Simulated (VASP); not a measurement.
Be:

```
CELL_PARAMETERS angstrom
3.43124 0.00000 0.00000
-1.71562 2.97154 0.00000
0.00000 0.00000 10.77281
ATOMIC_POSITIONS crystal
Be 0.66667 0.33333 0.65418
Be 0.66667 0.33333 0.05314
Be 0.66667 0.33333 0.44686
Be 0.66667 0.33333 0.84582
Be 0.00000 0.00000 0.25000
Be 0.33333 0.66667 0.94686
Be 0.00000 0.00000 0.75000
Be 0.66667 0.33333 0.25000
Be 0.33333 0.66667 0.34582
Be 0.33333 0.66667 0.75000
Be 0.33333 0.66667 0.15418
Be 0.33333 0.66667 0.55314
```

- Program: VASP 6.6.1
- Task: relaxation of cell and atoms
- Functional: PBE
- Potentials or basis: VASP PAW PBE potentials, release 64 (Be)
- Cutoff: 600 eV
- k mesh: 6 × 6 × 2
- Occupations: gaussian, width 0.1 eV
- Spin: no spin polarisation

At the start: pressure 0.2 GPa; volume 9.15 Å³/atom.

Task: How do energy, volume and symmetry change on relaxing?

Result: Over 5 steps the energy falls by 2.3 meV/atom and the volume is 9.18 Å³/atom (+0.3 %); space group P6_3/mmc (No. 194, to 0.05 Å).

Step by step:
```tsv
step	energy change (eV)	largest force (eV/Å)	pressure (GPa)	volume (Å³)
1	0.0000	0.0513	0.19	109.84
2	-0.0257	0.0710	0.09	110.00
3	-0.0264	0.0766	0.08	110.03
4	-0.0264	0.0774	0.08	110.03
5	-0.0273	0.0202	-0.02	110.12
```

Final structure:
```
Be
1.0
     3.45697    0.00000    0.00000
    -1.72848    2.99382    0.00000
     0.00000    0.00000   10.64006
Be
12
Cartesian
  1.7285 0.9979 6.9536
  1.7285 0.9979 0.5628
  1.7285 0.9979 4.7572
  1.7285 0.9979 9.0065
  0.0000 0.0000 2.6600
  0.0000 1.9959 10.0773
  3.4570 0.0000 7.9800
  1.7285 0.9979 2.6600
  0.0000 1.9959 3.6865
  0.0000 1.9959 7.9800
  0.0000 1.9959 1.6335
  0.0000 1.9959 5.8828
```
